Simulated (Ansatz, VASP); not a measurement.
Two plane-wave programs on Hf

File INCAR:

```
SYSTEM = Hf
  PREC = Accurate
  ENCUT = 520
  EDIFF = 1E-6
  ISMEAR = -1
  SIGMA = 0.1
  LREAL = .FALSE.
  LASPH = .TRUE.
  NELM = 80
  ALGO = Normal
  ISIF = 2
  LWAVE = .FALSE.
  LCHARG = .FALSE.
  GGA = PS
  NBANDS = 22
```

The input KPOINTS:

```
regular mesh
0
G
  8 8 12
  0 0 0
```

The input POSCAR:

```
Hf
1.0
    4.9197278107      0.0000000000      0.0000000000
   -2.4598639053      4.2606092638      0.0000000000
    0.0000000000      0.0000000000      3.0613783848
Hf
3
Direct
    0.0000000000      0.0000000000      0.0000000000
    0.3333333333      0.6666666667      0.5000000000
    0.6666666667      0.3333333333      0.5000000000
```

Input for Ansatz:

```yaml
crystal:
  lattice:
    - [4.9197278107, 0.0, 0.0]
    - [-2.4598639053, 4.2606092638, 0.0]
    - [0.0, 0.0, 3.0613783848]
  atoms:
    - { symbol: Hf, position: [0.0, 0.0, 0.0] }
    - { symbol: Hf, position: [0.3333333333, 0.6666666667, 0.5] }
    - { symbol: Hf, position: [0.6666666667, 0.3333333333, 0.5] }
hamiltonian:
  xc: pbesol
  pseudopotentials:
    kind: paw
    azcp:
      Hf: "pseudopotentials/Hf.paw.azcp"
basis:
  ecutwfc: 420
  fft_grid_basis: typed
kpoints:
  mp_grid: { grid: [8, 8, 12], shift: [0, 0, 0] }
magnetization:
  spin_polarized: false
scf:
  occupations: { method: fermi_dirac, width: 0.1 }
  lower_state_search: "off"
output:
  stress: true
```

Alike in both runs: task single point; functional PBEsol; k mesh 8 × 8 × 12; occupations fermi-dirac, width 0.1 eV; no spin polarisation.

|  | VASP | Ansatz |
| --- | --- | --- |
| version | VASP 6.6.1 | Ansatz 0.2.0 |
| potentials or method | VASP PAW PBE potentials, release 64 (Hf_pv), cutoff 520 eV | plane waves (420 eV) with PAW, scalar-relativistic |
| valence electrons in the cell | 30 | 78 |

|  | VASP | Ansatz | Ansatz less VASP |
| --- | --- | --- | --- |
| pressure (GPa) | -0.3 | 0.1 | +0.38 |
| traceless stress, the component that is largest in VASP (GPa) | 0.18 | 0.06 | -0.110 |

VASP's potentials were made for PBE, not for PBEsol, and Ansatz warns of the same on its side. VASP's potentials hold 30 valence electrons a cell and Ansatz's 78, so a difference there can come from the potentials and not from the codes.

Spin-orbit coupling is off throughout.
